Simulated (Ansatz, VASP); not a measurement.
## Ti: VASP beside Ansatz

```xyz
1
Lattice="0.0000 2.0698 2.0698 2.0698 0.0000 2.0698 2.0698 2.0698 0.0000" Properties=species:S:1:pos:R:3 pbc="T T T"
Ti    0.0000    0.0000    0.0000
```

Change from the starting cell: volume scaled by 1.06, crystal datasets.

Alike in both runs: task electric field gradients; functional PBE; k mesh 14 × 14 × 14; occupations fermi-dirac, width 0.05 eV; no spin polarisation.

```csv
,VASP,Ansatz
version,VASP 6.6.1,Ansatz 0.2.0
potentials or method,"VASP PAW PBE potentials, release 64 (Ti_sv), cutoff 520 eV","all-electron PAW with datasets made for the crystal, scalar-relativistic"
```

Ansatz gave:

* pressure (GPa): -2.0

**Question.** Estimate VASP's values.

**Answer.** Pressure (GPa): -2.2.

Ansatz ran all-electron here, and VASP with PAW potentials.
